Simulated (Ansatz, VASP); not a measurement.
# C: VASP beside Ansatz

```xyz
8
Lattice="-2.4291 2.4291 2.4291 2.4291 -2.4291 2.4291 2.4291 2.4291 -2.4291" Properties=species:S:1:pos:R:3 pbc="T T T"
C    -0.7955    0.8708    0.7015
C     1.6336    1.7277    1.5583
C     0.8658   -0.7906    0.7906
C     0.7054    0.7995   -0.7995
C     1.5633   -1.6385    1.6385
C     0.7955    0.7015    0.8708
C    -1.6336    1.5583    1.7277
C     1.7237    1.6296   -1.6296
```

Change from the starting cell: mode 12 (991.2 1/cm) frozen in, largest displacement +0.120 Å.

Alike in both runs: task single point; functional r2SCAN; k mesh 8 × 8 × 8; occupations gaussian, width 0.05 eV; no spin polarisation.

|  | VASP | Ansatz |
| --- | --- | --- |
| version | VASP 6.6.1 | Ansatz 0.2.0 |
| potentials or method | VASP PAW PBE potentials, release 64 (C), cutoff 520 eV | scalar-relativistic, plane waves, PAW |
| valence electrons in the cell | 32 | 32 |

```tsv
	VASP	Ansatz	Ansatz less VASP
gap on the k mesh at the Fermi level (eV)	0.96	0.97	+0.006
least direct gap on the mesh (eV)	2.28	2.31	+0.028
pressure (GPa)	3.8	3.0	-0.86
traceless stress, the component that is largest in VASP (GPa)	-3.53	-3.49	+0.047
rms of the force components (eV/Å)	2.623	2.622	-0.0012
```

VASP's potentials were made for PBE, not for r2SCAN. Atom by atom the forces differ by 0.030 eV/Å (rms over components).
